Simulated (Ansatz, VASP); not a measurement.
# Two plane-wave programs on HgTe

```
Hg Te
1.0
     0.00000    3.42361    3.42361
     3.42361    0.00000    3.42361
     3.42361    3.42361    0.00000
Hg Te
1 1
Cartesian
  0.0000 0.0000 0.0000
  1.7118 1.7118 1.7118
```

Alike in both runs: task single point; functional PBEsol; k mesh 4 × 4 × 4; occupations gaussian, width 0.05 eV; no spin polarisation.

|  | VASP | Ansatz |
| --- | --- | --- |
| version | VASP 6.6.1 | Ansatz 0.2.0 |
| potentials or method | VASP PAW PBE potentials, release 64 (Hg, Te), cutoff 500 eV | scalar-relativistic, plane waves, PAW |
| valence electrons in the cell | 18 | 36 |

|  | VASP | Ansatz | Ansatz less VASP |
| --- | --- | --- | --- |
| gap on the k mesh at the Fermi level (eV) | none | none | - |
| pressure (GPa) | -3.9 | -4.0 | -0.06 |

VASP's potentials were made for PBE, not for PBEsol. A gap of «none» marks a metal or a gap that the smearing closes. With one functional, cell and mesh, what is left measures potentials, basis and numerics. VASP's potentials hold 18 valence electrons a cell and Ansatz's 36, so a difference there can come from the potentials and not from the codes.

The k mesh is coarse, so the values compare programs but aren't converged. Spin-orbit coupling is off throughout.
